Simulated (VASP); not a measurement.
Set up this calculation in VASP 6.6.1, as the native input.

```
Task                   : relaxation of cell and atoms
Functional             : PBEsol
Potentials or basis    : VASP PAW PBE potentials, release 64 (Mg)
Cutoff                 : 600 eV
k mesh                 : 19 × 19 × 19
Occupations            : fermi-dirac, width 0.1 eV
Spin                   : no spin polarisation
Target pressure        : 100 GPa
Dipole correction      : no
Further INCAR settings : ALGO = Normal; EDIFF = 1e-07; IBRION = 2; EDIFFG = -0.005; NSW = 32; ISIF = 3
```

The structure of Mg lies in POSCAR:

```
Mg
1.0
    0.0000000000      1.7744406436      1.7744406436
    1.7744406436      0.0000000000      1.7744406436
    1.7744406436      1.7744406436      0.0000000000
Mg
1
Direct
    0.0000000000      0.0000000000      0.0000000000
```

This isn't the form of Mg at room conditions, which is hcp.

One way to write it, as run:

INCAR

```
  PREC = Accurate
  ENCUT = 600
  EDIFF = 1E-7
  ISMEAR = -1
  SIGMA = 0.1
  LREAL = F
  LASPH = T
  NELM = 60
  ALGO = Normal
  ISIF = 3
  LWAVE = F
  LCHARG = F
  GGA = PS
  IBRION = 2
  NSW = 32
  EDIFFG = -0.005
  PSTRESS = 1000.0
```

KPOINTS

```
Automatic mesh
0
Gamma
  19 19 19
```

Potentials or basis: VASP PAW PBE potentials, release 64 (Mg).

Launch:

```console
$ cat potpaw_PBE.64/Mg/POTCAR > POTCAR
$ mpirun -np 1 vasp_std > vasp.out
```

Results of the run:

```json
{
 "Relaxed volume": "11.27 Å³/atom",
 "Relaxed cell": "a = 2.516 Å, b = 2.516 Å, c = 2.516 Å, α = 60.00°, β = 60.00°, γ = 60.00°",
 "Space group after relaxing (to 0.1 Å)": "Fm-3m (No. 225)",
 "Energy change on relaxing (the run minimises the enthalpy)": "-57.7 meV/atom",
 "Ionic steps": "3",
 "Pressure after relaxing": "100.0 GPa",
 "Band gap on the k mesh": "zero (bands 1 and 2 overlap by 2.42 eV)"
}
```

Caveat: the cell is relaxed towards a set pressure, so the run minimises the enthalpy, not the energy; the PAW data sets were made with another functional, which shifts forces and pressure a little.

Run time: 17 s on 1 thread of Intel(R) Xeon(R) Platinum 8488C (Sapphire Rapids) (shared host), peak memory 0.14 GiB.
